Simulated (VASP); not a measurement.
Input of a VASP 6.6.1 run:

Contents of INCAR:

```
SYSTEM = Ge2Te3O
  PREC = Accurate
  ENCUT = 520
  EDIFF = 1E-6
  ISMEAR = 0
  SIGMA = 0.1
  LREAL = .FALSE.
  LASPH = .TRUE.
  NELM = 60
  ALGO = Normal
  ISIF = 2
  LWAVE = .FALSE.
  LCHARG = .TRUE.
  GGA = PE
  LELF = .TRUE.
  LVHAR = .TRUE.
  NBANDS = 35
```

Contents of KPOINTS:

```
Automatic mesh
0
G
  3 3 4
  0 0 0
```

POSCAR

```
Ge2Te3O
1.0
    6.4420387600      0.0000000000      0.0000000000
   -3.2210193800      5.5789692100      0.0000000000
    0.0000000000      0.0000000000      4.0206671300
Ge Te O
2 3 1
Direct
    0.6666666700      0.3333333300      0.0000000000
    0.3333333300      0.6666666700      0.0000000000
    0.5000000000      0.5000000000      0.5000000000
    0.5000000000      0.0000000000      0.5000000000
    0.0000000000      0.5000000000      0.5000000000
    0.0000000000      0.0000000000      0.0000000000
```

Potentials or basis: VASP PAW PBE potentials, release 64 (Ge_d, Te, O).

The run is started by

```sh
$ cat potpaw_PBE.64/Ge_d/POTCAR potpaw_PBE.64/Te/POTCAR potpaw_PBE.64/O/POTCAR > POTCAR
$ mpirun -np 1 vasp_std > vasp.out
```

(1) Estimate the band gap on the k mesh.

(2) Estimate the pressure.

Answers

(1) zero (band 26 reaches 6.37 eV, above the bottom of band 27 at 5.39 eV).

(2) 10.7 GPa.

Caveat: the k points lie up to 0.39 Å⁻¹ apart; spin-orbit coupling is left out, which moves the levels of the heavy elements.
